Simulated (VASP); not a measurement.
# ZnS (F-43m) in VASP: notebook, part 3 of 3

VASP 6.6.1. Earlier steps stand in the parts before.

## (4) Single point, PBE0

Input file POSCAR:

```
ZnS
1.0
    0.0000000000      2.7020000000      2.7020000000
    2.7020000000      0.0000000000      2.7020000000
    2.7020000000      2.7020000000      0.0000000000
Zn S
1 1
Direct
    0.7500000000      0.7500000000      0.7500000000
    0.0000000000      0.0000000000      0.0000000000
```

Input file INCAR.step1:

```
PREC = Accurate ; ENCUT = 520
EDIFF = 1E-5 ; ISMEAR = -1
SIGMA = 0.05 ; LREAL = False
LASPH = True ; NELM = 80
ALGO = Normal ; ISIF = 2
LWAVE = True ; LCHARG = False
GGA = PE ; NBANDS = 16
```

Input file INCAR.step2:

```
PREC = Accurate ; ENCUT = 520
EDIFF = 1E-6 ; ISMEAR = -1
SIGMA = 0.05 ; LREAL = False
LASPH = True ; NELM = 80
ALGO = Normal ; ISIF = 2
LWAVE = False ; LCHARG = False
GGA = PE ; LHFCALC = True
AEXX = 0.25 ; PRECFOCK = Normal
ISTART = 1 ; NBANDS = 16
```

Input file KPOINTS:

```
regular mesh
0
Gamma
  6 6 6
```

Potentials or basis: VASP PAW PBE potentials, release 64 (Zn, S).

On the command line:

```sh
$ cat potpaw_PBE.64/Zn/POTCAR potpaw_PBE.64/S/POTCAR > POTCAR
$ cp INCAR.step1 INCAR
$ mpirun -np 1 vasp_std > vasp.out
$ cp INCAR.step2 INCAR
$ mpirun -np 1 vasp_std > vasp.out
```

OUTCAR:

```text
PREC = Accurate
   ENCUT = 520
   EDIFF = 1E-6
   ISMEAR = -1
   LREAL = False
   LASPH = True
   NELM = 80
   ISIF = 2
   GGA = PE
   LHFCALC = True
   AEXX = 0.25
   PRECFOCK = Normal
   ISTART = 1

 ion  position               nearest neighbor table
   1  0.750  0.750  0.750-   2 2.34   2 2.34   2 2.34   2 2.34
   2  0.000  0.000  0.000-   1 2.34   1 2.34   1 2.34   1 2.34

  LATTYP: Found a face centered cubic cell.
 ALAT       =     5.4040000000

  Lattice vectors:

 A1 = (   0.0000000000,   2.7020000000,   2.7020000000)
 A2 = (   2.7020000000,   0.0000000000,   2.7020000000)
 A3 = (   2.7020000000,   2.7020000000,   0.0000000000)

Analysis of symmetry for initial positions (statically):
=====================================================================
 Subroutine PRICEL returns:
 Original cell was already a primitive cell.

 Routine SETGRP: Setting up the symmetry group for a
 face centered cubic supercell.

 Subroutine GETGRP returns: Found 24 space group operations
 (whereof 24 operations were pure point group operations)
 out of a pool of 48 trial point group operations.

The static configuration has the point symmetry T_d .

Analysis of symmetry for dynamics (positions and initial velocities):
=====================================================================
 Subroutine PRICEL returns:
 Original cell was already a primitive cell.

 Routine SETGRP: Setting up the symmetry group for a
 face centered cubic supercell.

 Subroutine GETGRP returns: Found 24 space group operations
 (whereof 24 operations were pure point group operations)
 out of a pool of 48 trial point group operations.

The dynamic configuration has the point symmetry T_d .

 Subroutine INISYM returns: Found 24 space group operations
 (whereof 24 operations are pure point group operations),
 and found     1 'primitive' translations

----------------------------------------------------------------------------------------

                                     Primitive cell

  volume of cell :      39.4535

  direct lattice vectors                    reciprocal lattice vectors
     0.000000000  2.702000000  2.702000000    -0.185048113  0.185048113  0.185048113
     2.702000000  0.000000000  2.702000000     0.185048113 -0.185048113  0.185048113
     2.702000000  2.702000000  0.000000000     0.185048113  0.185048113 -0.185048113

  length of vectors
     3.821205046  3.821205046  3.821205046     0.320512733  0.320512733  0.320512733

  position of ions in fractional coordinates (direct lattice)
     0.750000000  0.750000000  0.750000000
     0.000000000  0.000000000  0.000000000

  ion indices of the primitive-cell ions
   primitive index   ion index
                 1           1
                 2           2

----------------------------------------------------------------------------------------

 KPOINTS: regular mesh

Automatic generation of k-mesh.
 Grid dimensions read from file:
 generate k-points for:    6    6    6

 Generating k-lattice:

  Cartesian coordinates                     Fractional coordinates (reciprocal lattice)
    -0.030841352  0.030841352  0.030841352     0.166666667  0.000000000  0.000000000
     0.030841352 -0.030841352  0.030841352     0.000000000  0.166666667  0.000000000
     0.030841352  0.030841352 -0.030841352     0.000000000  0.000000000  0.166666667

  Length of vectors
     0.053418789  0.053418789  0.053418789

  Shift w.r.t. Gamma in fractional coordinates (k-lattice)
     0.000000000  0.000000000  0.000000000

 Subroutine IBZKPT returns following result:
 ===========================================

 Found     16 irreducible k-points:

 Following reciprocal coordinates:
            Coordinates               Weight
  0.000000  0.000000  0.000000      1.000000
  0.166667  0.000000  0.000000      8.000000
  0.333333  0.000000  0.000000      8.000000
  0.500000  0.000000  0.000000      4.000000
  0.166667  0.166667  0.000000      6.000000
  0.333333  0.166667  0.000000     24.000000
[... 8 lines left out ...]
 -0.333333  0.333333  0.166667     24.000000
 -0.333333  0.500000  0.166667     12.000000
   k-points           NKPTS =     16   k-points in BZ     NKDIM =    216   number of bands    NBANDS=     16
   number of dos      NEDOS =    301   number of ions     NIONS =      2
   total plane-waves  NPLWV =  21952
   dimension x,y,z NGX =    28 NGY =   28 NGZ =   28
   dimension x,y,z NGXF=    56 NGYF=   56 NGZF=   56
   ions per type =               1   1
   NGX,Y,Z   is equivalent  to a cutoff of  12.18, 12.18, 12.18 a.u.
   NGXF,Y,Z  is equivalent  to a cutoff of  24.36, 24.36, 24.36 a.u.
 SYSTEM =  unknown system
   PREC   = accura    normal or accurate (medium, high low for compatibility)
   ISTART =      1    job   : 0-new  1-cont  2-samecut
   ICHARG =      0    charge: 1-file 2-atom 10-const
   ISPIN  =      1    spin polarized calculation?
   LNONCOLLINEAR =      F non collinear calculations
   LSORBIT =      F    spin-orbit coupling
   LASPH  =      T    aspherical Exc in radial PAW
   ENCUT  =  520.0 eV  38.22 Ry    6.18 a.u.   7.10  7.10  7.10*2*pi/ulx,y,z
   NELM   =     80;   NELMIN=  2; NELMDL=  0     # of ELM steps
   EDIFF  = 0.1E-05   stopping-criterion for ELM
   LREAL  =      F    real-space projection
   EDIFFG = 0.1E-04   stopping-criterion for IOM
   NSW    =      0    number of steps for IOM
   IBRION =     -1    ionic relax: 0-MD 1-quasi-New 2-CG
   NFREE  =      0    steps in history (QN), initial steepest desc. (CG)
   ISIF   =      2    stress and relaxation
   ISYM   =      3    0-nonsym 1-usesym 2-fastsym
   POTIM  = 0.5000    time-step for ionic-motion
   TEBEG  =    0.0;   TEEND  =   0.0 temperature during run
   PSTRESS=    0.0 pullay stress
   NELECT =      18.0000    total number of electrons
   NUPDOWN=      -1.0000    fix difference up-down
   EMIN   =  10.00;   EMAX   =-10.00  energy-range for DOS
   EFERMI =   0.00;   METHOD = LEGACY
   ISMEAR =    -1;   SIGMA  =   0.05  broadening in eV -4-tet -1-fermi 0-gaus
   EFERMI_NEDOS =   21; number of points for ismear=-14 and -15
   IALGO  =     38    algorithm
   IMIX   =      1    mixing-type and parameters
     AMIX     =   0.40;   BMIX     =  1.00
     AMIX_MAG =   1.60;   BMIX_MAG =  1.00
  volume/ion in A,a.u.               =      19.73       133.12
  Fermi-wavevector in a.u.,A,eV,Ry     =   1.260290  2.381602 21.610537  1.588330
  Thomas-Fermi vector in A             =   2.393807
   LORBIT       =      0    0 simple, 1 ext, 2 COOP (PROOUT), +10 PAW based schemes
   GGA     = PE    functional components
   LHFCALC =     T    Hartree Fock is set to
   PRECFOCK=normal    Normal, Fast or Accurate (Low or Medium for compatibility)
   ENCUT4O =  -1.0   cutoff for four orbital integrals eV
   NKREDX  =     1    reduce k-point grid by
   NKREDY  =     1    reduce k-point grid by
   NKREDZ  =     1    reduce k-point grid by
   AEXX    =    0.2500 exact exchange contribution
   HFSCREEN=    0.0000 screening length (either q_TF or 0.3 A-1)
   HFSCREENC=   0.0000 screening length for correlation (either q_TF or 0.3 A-1)
   ENCUTFOCK=  -1.0 apply spherical cutoff to Coloumb kernel
   IVDW    =     0    specifies the selected vdW correction
   LEPSILON=     F    determine dielectric tensor
   LRPA    =     F    only Hartree local field effects (RPA)
 non-spin polarized calculation
  energy-cutoff  :      520.00
  volume of cell :       39.45
 maximum number of plane-waves:      1073
  NGX = 24; NGY = 24; NGZ = 24

 number of electron      18.0000000 magnetization

 Free energy of the ion-electron system (eV)
  ---------------------------------------------------
  ext. energy  EPLUGINS =         0.00000000
  ---------------------------------------------------
  free energy    TOTEN  =        -8.93842243 eV

  energy without entropy =       -8.93842243  energy(sigma->0) =       -8.93842243

 E-fermi :   2.0298     XC(G=0):  -7.5931

 val. band max:        1.0076168371   @ k =   0.0000   0.0000   0.0000
 cond. band min:       5.0188127473   @ k =   0.0000   0.0000   0.0000
 fundamental gap:      4.0111959102
 Fermi energy:         2.0298300407

 k-point     1 :       0.0000    0.0000    0.0000
  band No.  band energies     occupation
      1     -13.3790      2.00000
      2      -6.8900      2.00000
      3      -6.8900      2.00000
      4      -6.8900      2.00000
      5      -6.4445      2.00000
      6      -6.4445      2.00000
[... 281 lines left out ...]
      3      -6.6364      2.00000
      4      -6.5343      2.00000
      5      -6.4203      2.00000
      6      -6.0418      2.00000
[... 8 lines left out ...]
     15      17.3802      0.00000
     16      18.1651      0.00000

------------------------ aborting loop because EDIFF is reached ----------------------------------------

  FORCE on cell =-STRESS in cart. coord.  units (eV):
  Direction    XX          YY          ZZ          XY          YZ          ZX
  --------------------------------------------------------------------------------------
  -------------------------------------------------------------------------------------
  Total        0.1551916      0.1551916      0.1551916      0.0000000      0.0000000      0.0000000
  in kB        6.3022084      6.3022084      6.3022084      0.0000000      0.0000000      0.0000000
  external PRESSURE =       6.3022084 kB  Pullay stress =       0.0000000 kB

 VOLUME and BASIS-vectors are now :
 -----------------------------------------------------------------------------
  energy-cutoff  :      520.00
  volume of cell :       39.45
      direct lattice vectors                 reciprocal lattice vectors
     0.000000000  2.702000000  2.702000000    -0.185048113  0.185048113  0.185048113
     2.702000000  0.000000000  2.702000000     0.185048113 -0.185048113  0.185048113
     2.702000000  2.702000000  0.000000000     0.185048113  0.185048113 -0.185048113

 POSITION                                       TOTAL-FORCE (eV/Angst)
 -----------------------------------------------------------------------------------
      4.05300      4.05300      4.05300        -0.000000     -0.000000     -0.000000
      0.00000      0.00000      0.00000         0.000000      0.000000      0.000000
 -----------------------------------------------------------------------------------
    total drift:                                0.000120      0.000090      0.000065

  FREE ENERGIE OF THE ION-ELECTRON SYSTEM (eV)
  ---------------------------------------------------
  free  energy   TOTEN  =        -8.9384224265 eV

  energy  without entropy=       -8.9384224264  energy(sigma->0) =       -8.93842243
```

OUTCAR.step1:

```text
PREC = Accurate
   ENCUT = 520
   EDIFF = 1E-5
   ISMEAR = -1
   LREAL = False
[... 514 lines left out ...]
      4.05300      4.05300      4.05300         0.000000      0.000000      0.000000
      0.00000      0.00000      0.00000        -0.000000     -0.000000     -0.000000
 -----------------------------------------------------------------------------------
    total drift:                                0.000001      0.000001      0.000001

  FREE ENERGIE OF THE ION-ELECTRON SYSTEM (eV)
  ---------------------------------------------------
  free  energy   TOTEN  =        -6.8441932585 eV

  energy  without entropy=       -6.8441932585  energy(sigma->0) =       -6.84419326
```

It took 49 min on 1 thread of Intel Xeon Platinum 8259CL at 2.50GHz (Skylake/Cascade Lake), shared host; peak memory 0.17 GiB.

What came out:

```yaml
Free_energy: -8.9384 eV
Pressure: 0.6 GPa
Band_gap_on_the_k_mesh: 4.01 eV
```

Levels at points of the mesh, in eV from the valence-band top:
```tsv
k point	band 5	band 6	band 7	band 8	band 9	band 10	band 11	band 12	band 13	band 14
(0.00, 0.00, 0.00)	-7.45	-7.45	0.00	0.00	0.00	4.01	8.42	8.42	8.42	13.96
(0.50, 0.00, 0.00)	-7.43	-7.22	-5.67	-0.93	-0.93	5.25	8.92	8.92	10.94	14.35
(0.50, 0.50, 0.00)	-7.39	-7.18	-5.05	-2.38	-2.38	5.08	5.98	13.30	14.46	14.46
```

Caveat: the PAW data sets were made with another functional, which shifts forces and pressure a little.

## (5) Overview

```tsv
task	level	cell	k mesh	cutoff (eV)	grid for exact exchange (PRECFOCK)	share of exact exchange	gap on the mesh (eV)	pressure (GPa)
relaxation of cell and atoms	PBEsol	relaxed to 20 GPa	9 × 9 × 9	500	-	-	2.79	20.0
relaxation of cell and atoms	PBE0	relaxed	5 × 5 × 5	600	Normal	0.25	3.99	0.0
single point	PBE0	as given	6 × 6 × 6	520	Normal	0.25	4.01	0.6
```

Alike in all rows: potentials or basis VASP PAW PBE potentials, release 64 (Zn, S); no spin polarisation; smearing fermi-dirac 0.05 eV.

Caveats: the PAW data sets were made with another functional, which shifts forces and pressure a little; the cell is relaxed towards a set pressure, so the run minimises the enthalpy, not the energy (at least some runs); an odd mesh through Γ misses points on the zone boundary, where band edges can lie (at least some runs).

Absolute energies hang on the potentials; compare differences alone.

## (6) How close it comes

Step 4. Measured gap of ZnS: 3.85 eV (direct; 19 K; quoted in “Electronic, vibrational, and thermodynamic properties of ZnS (zincblende and rocksalt structure)”, 2009, arxiv:0911.5022). This calculation gives 4.01 eV (+0.16 eV). The value is that of PBE0, without temperature or zero-point motion.
